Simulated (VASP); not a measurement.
# Be2ZnSe3 (Cmmm) in VASP: further runs

Runs on Be2ZnSe3. Level: PBE. Tasks: relaxation of cell and atoms, single point.

All numbers are computed with VASP 6.6.1; they aren't measurements. Logs are shortened: lines on timing, memory, paths and dates and some standing lists are left out, and cuts for length are marked.

### Step 1. The cell of the first run

Symmetry: Cmmm, No. 65, orthorhombic system. Conventional cell: a = 5.594 Å, b = 9.395 Å, c = 4.340 Å, α = 90.00°, β = 90.00°, γ = 90.00°. Be (site symmetry 2/m) has 6 Se at 2.71 to 2.73 Å and 2 Be at 2.80 Å and 4 Zn at 3.49 Å within 3.6 Å. Within 4.4 Å of Zn (site symmetry mmm) lie 10 Se at 3.18 to 3.54 Å and 8 Be at 3.49 Å and 2 Zn at 4.34 Å. Se (site symmetry m2m) has 5 Se at 2.65 to 3.26 Å and 4 Be at 2.71 Å and 3 Zn at 3.18 Å within 3.5 Å. Se (site symmetry mmm) has 4 Se at 2.65 Å and 4 Be at 2.73 Å and 4 Zn at 3.54 Å within 3.6 Å.

The cell was built from a structure type or drawn by symmetry, and may not be a known phase.

### Step 2. Relaxation of cell and atoms, PBE

File INCAR:

```
SYSTEM = Be2ZnSe3
ALGO = Normal
EDIFF = 1E-7
EDIFFG = -0.04
ENCUT = 600
GGA = PE
IBRION = 2
ISIF = 3
ISMEAR = 0
LASPH = .True.
LCHARG = .False.
LREAL = .False.
LWAVE = .False.
NELM = 100
NSW = 90
PREC = Accurate
SIGMA = 0.1
```

File KPOINTS:

```
k-points
0
Gamma
  4 4 4
  0 0 0
```

File POSCAR:

```
Be2ZnSe3
1.0
    2.7971782500     -4.6976039500      0.0000000000
    2.7971782500      4.6976039500      0.0000000000
    0.0000000000      0.0000000000      4.3402941000
Be Zn Se
2 1 3
Direct
    0.5000000000      0.0000000000      0.5000000000
    0.0000000000      0.5000000000      0.5000000000
    0.0000000000      0.0000000000      0.0000000000
    0.6610916900      0.3389083100      0.0000000000
    0.3389083100      0.6610916900      0.0000000000
    0.5000000000      0.5000000000      0.5000000000
```

Potentials or basis: VASP PAW PBE potentials, release 64 (Be, Zn, Se).

Started as:

```console
cat potpaw_PBE.64/Be/POTCAR potpaw_PBE.64/Zn/POTCAR potpaw_PBE.64/Se/POTCAR > POTCAR
mpirun -np 1 vasp_std > vasp.out
```

OUTCAR:

```text
SYSTEM = Be2ZnSe3
   EDIFF = 1E-7
   EDIFFG = -0.04
   ENCUT = 600
   GGA = PE
   IBRION = 2
   ISIF = 3
   ISMEAR = 0
   LASPH = .True.
   LREAL = .False.
   NELM = 100
   NSW = 90
   PREC = Accurate

 ion  position               nearest neighbor table
   1  0.500  0.000  0.500-
   2  0.000  0.500  0.500-
   3  0.000  0.000  0.000-
   4  0.661  0.339  0.000-   6 2.65   6 2.65
   5  0.339  0.661  0.000-   6 2.65   6 2.65
   6  0.500  0.500  0.500-   4 2.65   5 2.65   4 2.65   5 2.65

  LATTYP: Found a base centered orthorhombic cell.
 ALAT       =     5.5943565000
 B/A-ratio  =     1.6794081500
 C/A-ratio  =     0.7758343788

  Lattice vectors:

 A1 = (   2.7971782500,  -4.6976039500,   0.0000000000)
 A2 = (   2.7971782500,   4.6976039500,   0.0000000000)
 A3 = (   0.0000000000,   0.0000000000,   4.3402941000)

Analysis of symmetry for initial positions (statically):
=====================================================================
 Subroutine PRICEL returns:
 Original cell was already a primitive cell.

 Routine SETGRP: Setting up the symmetry group for a
 base centered orthorhombic supercell.

 Subroutine GETGRP returns: Found  8 space group operations
 (whereof  8 operations were pure point group operations)
 out of a pool of  8 trial point group operations.

The static configuration has the point symmetry D_2h.

Analysis of symmetry for dynamics (positions and initial velocities):
=====================================================================
 Subroutine PRICEL returns:
 Original cell was already a primitive cell.

 Routine SETGRP: Setting up the symmetry group for a
 base centered orthorhombic supercell.

 Subroutine GETGRP returns: Found  8 space group operations
 (whereof  8 operations were pure point group operations)
 out of a pool of  8 trial point group operations.

The dynamic configuration has the point symmetry D_2h.

 Subroutine INISYM returns: Found  8 space group operations
 (whereof  8 operations are pure point group operations),
 and found     1 'primitive' translations

----------------------------------------------------------------------------------------

                                     Primitive cell

  volume of cell :     114.0632

  direct lattice vectors                    reciprocal lattice vectors
     2.797178250 -4.697603950  0.000000000     0.178751569 -0.106437240  0.000000000
     2.797178250  4.697603950  0.000000000     0.178751569  0.106437240  0.000000000
     0.000000000  0.000000000  4.340294100     0.000000000  0.000000000  0.230399134

  length of vectors
     5.467329241  5.467329241  4.340294100     0.208040884  0.208040884  0.230399134

  position of ions in fractional coordinates (direct lattice)
     0.500000000  0.000000000  0.500000000
     0.000000000  0.500000000  0.500000000
     0.000000000  0.000000000  0.000000000
     0.661091690  0.338908310  0.000000000
     0.338908310  0.661091690  0.000000000
     0.500000000  0.500000000  0.500000000

  ion indices of the primitive-cell ions
   primitive index   ion index
                 1           1
                 2           2
                 3           3
                 4           4
                 5           5
                 6           6

----------------------------------------------------------------------------------------

 KPOINTS: k-points

Automatic generation of k-mesh.
 Grid dimensions read from file:
 generate k-points for:    4    4    4

 Generating k-lattice:

  Cartesian coordinates                     Fractional coordinates (reciprocal lattice)
     0.044687892 -0.026609310  0.000000000     0.250000000  0.000000000  0.000000000
     0.044687892  0.026609310  0.000000000     0.000000000  0.250000000  0.000000000
     0.000000000  0.000000000  0.057599783     0.000000000  0.000000000  0.250000000

  Length of vectors
     0.052010221  0.052010221  0.057599783

  Shift w.r.t. Gamma in fractional coordinates (k-lattice)
     0.000000000  0.000000000  0.000000000

 Subroutine IBZKPT returns following result:
[... 42 lines left out ...]
   EFERMI_NEDOS =   21; number of points for ismear=-14 and -15
   IALGO  =     38    algorithm
   IMIX   =      4    mixing-type and parameters
     AMIX     =   0.40;   BMIX     =  1.00
     AMIX_MAG =   1.60;   BMIX_MAG =  1.00
  volume/ion in A,a.u.               =      19.01       128.29
  Fermi-wavevector in a.u.,A,eV,Ry     =   1.093585  2.066576 16.271592  1.195928
  Thomas-Fermi vector in A             =   2.229873
   LORBIT       =      0    0 simple, 1 ext, 2 COOP (PROOUT), +10 PAW based schemes
   GGA     = PE    functional components
   LHFCALC =     F    Hartree Fock is set to
   AEXX    =    0.0000 exact exchange contribution
   IVDW    =     0    specifies the selected vdW correction
   LEPSILON=     F    determine dielectric tensor
   LRPA    =     F    only Hartree local field effects (RPA)
 conjugate gradient relaxation of ions
 non-spin polarized calculation
 Gauss-broadening in eV      SIGMA  =   0.10
  energy-cutoff  :      600.00
  volume of cell :      114.06
 maximum number of plane-waves:      3826
 NGX is ok and might be reduce to    48
   NGX = 21   NGY = 21   NGZ = 17

--------------------------------------- Ionic step        1  -------------------------------------------

 number of electron      33.9999993 magnetization

 Free energy of the ion-electron system (eV)
  ---------------------------------------------------
  ext. energy  EPLUGINS =         0.00000000
  ---------------------------------------------------
  free energy    TOTEN  =       -14.78916992 eV

  energy without entropy =      -14.76907377  energy(sigma->0) =      -14.77912184

------------------------ aborting loop because EDIFF is reached ----------------------------------------

  FORCE on cell =-STRESS in cart. coord.  units (eV):
  Direction    XX          YY          ZZ          XY          YZ          ZX
  --------------------------------------------------------------------------------------
  -------------------------------------------------------------------------------------
  Total       -1.4535089      3.8040747     -2.4343389     -0.0000000      0.0000000      0.0000000
  in kB      -20.4165607     53.4335376    -34.1936862     -0.0000000      0.0000000      0.0000000
  external PRESSURE =      -0.3922365 kB  Pullay stress =       0.0000000 kB
[... 101 lines left out ...]
  FREE ENERGIE OF THE ION-ELECTRON SYSTEM (eV)
  ---------------------------------------------------
  free  energy   TOTEN  =       -15.7526184210 eV

  energy  without entropy=      -15.7328871835  energy(sigma->0) =      -15.74275280

[... ionic steps 4 to 32 ...]

--------------------------------------- Ionic step       33  -------------------------------------------

 number of electron      33.9999992 magnetization

------------------------ aborting loop because EDIFF is reached ----------------------------------------

  FORCE on cell =-STRESS in cart. coord.  units (eV):
  Direction    XX          YY          ZZ          XY          YZ          ZX
  --------------------------------------------------------------------------------------
  -------------------------------------------------------------------------------------
  Total       -0.2363894      0.2811739     -0.1580944      0.0000000      0.0000000      0.0000000
  in kB       -3.2689566      3.8882679     -2.1862391      0.0000000      0.0000000      0.0000000
  external PRESSURE =      -0.5223093 kB  Pullay stress =       0.0000000 kB
[... 65 lines left out ...]
  energy  without entropy=      -18.9837088646  energy(sigma->0) =      -18.98556375

--------------------------------------- Ionic step       35  -------------------------------------------

 number of electron      33.9999997 magnetization

 Free energy of the ion-electron system (eV)
  ---------------------------------------------------
  ext. energy  EPLUGINS =         0.00000000
  ---------------------------------------------------
  free energy    TOTEN  =       -18.98837163 eV

  energy without entropy =      -18.98463567  energy(sigma->0) =      -18.98650365

 E-fermi :   4.1497     XC(G=0):  -9.5215

 val. band max:        4.0938014997   @ k =   0.2500   0.2500   0.5000
 cond. band min:       4.1924639638   @ k =   0.2500   0.2500   0.0000
 fundamental gap:      0.0986624641
 Fermi energy:         4.1497108583

 k-point     1 :       0.0000    0.0000    0.0000
  band No.  band energies     occupation
      1     -11.6970      2.00000
      2     -10.4590      2.00000
      3      -8.3153      2.00000
      4      -4.4690      2.00000
      5      -4.2935      2.00000
      6      -4.0552      2.00000
[... 526 lines left out ...]
  FREE ENERGIE OF THE ION-ELECTRON SYSTEM (eV)
  ---------------------------------------------------
  free  energy   TOTEN  =       -18.9883716258 eV

  energy  without entropy=      -18.9846356725  energy(sigma->0) =      -18.98650365

 reached required accuracy - stopping structural energy minimisation
```

Run time: 38 min. Hardware: 1 thread of Intel Xeon Platinum 8259CL at 2.50GHz (Skylake/Cascade Lake), shared host; peak memory 0.34 GiB.

What came out:

- Free energy: -18.9884 eV
- Relaxed volume: 19.31 Å³/atom
- Relaxed cell: a = 6.398 Å, b = 6.398 Å, c = 3.344 Å, α = 90.00°, β = 90.00°, γ = 122.13°
- Space group after relaxing (to 0.1 Å): Cmmm (No. 65)
- Energy gained by relaxing: 699.9 meV/atom
- Ionic steps: 35
- Pressure after relaxing: 0.0 GPa
- Largest force after relaxing: 0.012 eV/Å
- Band gap on the k mesh: zero (bands 17 and 18 overlap by 2.15 eV)

Forces in eV/Å, atoms in the order of the input:
```
Be   0.000  0.000  0.000
Be   0.000  0.000  0.000
Zn   0.000  0.000  0.000
Se   0.000 -0.012  0.000
Se   0.000  0.012  0.000
Se   0.000  0.000  0.000
```

Stress tensor (GPa, compression positive):
```
 0.13  0.00  0.00
 0.00  0.00  0.00
 0.00  0.00 -0.01
```

Step by step:
| step | energy change (eV) | largest force (eV/Å) | pressure (GPa) | volume (Å³) |
| --- | --- | --- | --- | --- |
| 1 | 0.0000 | 1.3629 | -0.04 | 114.06 |
| 2 | -0.3472 | 0.9394 | -0.52 | 113.90 |
| 3 | -0.9634 | 0.1839 | 0.12 | 112.48 |
| 4 | -0.1730 | 0.8676 | 12.45 | 105.80 |
| 5 | -1.0709 | 0.1344 | 1.81 | 111.09 |
| 6 | -1.3746 | 0.3829 | 0.45 | 117.40 |
| 7 | -2.3159 | 0.1342 | -2.06 | 134.09 |
| 8 | -2.2922 | 0.0902 | -1.95 | 131.83 |
| 9 | -2.3150 | 0.1188 | -2.03 | 133.29 |
| 10 | -2.0984 | 0.2451 | 2.72 | 124.00 |
| 11 | -2.3486 | 0.1532 | -1.03 | 131.08 |
| 12 | -2.4230 | 0.2207 | 0.52 | 124.28 |
| 13 | -2.4590 | 0.3641 | 2.22 | 118.17 |
| 14 | -2.4775 | 0.4276 | 2.31 | 117.47 |
| 15 | -2.5277 | 0.6257 | 2.68 | 115.33 |
| 16 | -2.5859 | 1.0815 | 3.86 | 110.94 |
| 17 | -2.6728 | 1.2778 | 3.08 | 111.41 |
| 18 | -2.8602 | 1.6912 | 1.33 | 112.60 |
| 19 | -2.7707 | 1.6916 | 0.98 | 113.99 |
| 20 | -2.8781 | 1.7988 | 0.72 | 113.27 |
| 21 | -3.0350 | 1.8099 | -0.11 | 114.36 |
| 22 | -3.3366 | 0.9059 | -0.93 | 117.58 |
| 23 | -3.6355 | 0.6253 | -1.02 | 117.26 |
| 24 | -4.0449 | 0.0868 | -0.21 | 116.03 |
| 25 | -4.0832 | 0.3332 | 0.36 | 115.42 |
| 26 | -4.0844 | 0.4180 | 0.59 | 115.19 |
| 27 | -4.1762 | 0.1664 | -0.41 | 116.14 |
| 28 | -4.1814 | 0.2884 | -0.58 | 116.40 |
| 29 | -4.1918 | 0.1609 | 0.03 | 115.41 |
| 30 | -4.1921 | 0.1381 | 0.15 | 115.24 |
| 31 | -4.1941 | 0.0746 | 0.09 | 115.43 |
| 32 | -4.1951 | 0.0132 | 0.02 | 115.68 |
| 33 | -4.1966 | 0.0005 | -0.05 | 115.86 |
| 34 | -4.1982 | 0.0358 | -0.27 | 116.38 |
| 35 | -4.1992 | 0.0124 | 0.04 | 115.89 |

Final structure:
```xyz
6
Lattice="3.0951 -5.5990 0.0000 3.0951 5.5990 0.0000 0.0000 0.0000 3.3437" Properties=species:S:1:pos:R:3 pbc="T T T"
Be    1.5475   -2.7995    1.6718
Be    1.5475    2.7995    1.6718
Zn    0.0000    0.0000    0.0000
Se    3.0951   -3.2926    0.0000
Se    3.0951    3.2926    0.0000
Se    3.0951    0.0000    1.6718
```

Levels at points of the mesh, in eV from the Fermi level:
| k point | band 15 | band 16 | band 17 | band 18 | band 19 | band 20 |
| --- | --- | --- | --- | --- | --- | --- |
| (0.00, 0.00, 0.00) | -1.41 | -1.41 | 0.15 | 0.89 | 2.35 | 2.79 |
| (0.50, 0.00, 0.00) | -2.61 | -1.66 | 0.82 | 0.85 | 1.32 | 2.33 |
| (0.50, 0.50, 0.00) | -2.25 | -1.61 | -0.50 | 0.78 | 1.56 | 2.33 |
| (0.00, 0.00, 0.50) | -2.53 | -1.87 | -1.84 | -1.29 | -0.06 | 2.90 |
| (0.50, 0.00, 0.50) | -2.92 | -2.75 | -1.66 | 0.19 | 0.83 | 1.66 |
| (0.50, 0.50, 0.50) | -2.43 | -1.37 | -1.30 | -0.71 | 0.12 | 1.91 |

Caveat: the k points lie up to 0.47 Å⁻¹ apart in the final cell, too coarse for converged energies and pressures of a metal; a cell axis changed by over 15 % at a fixed basis, so the end point is rough.

[end of part 1 of 2]
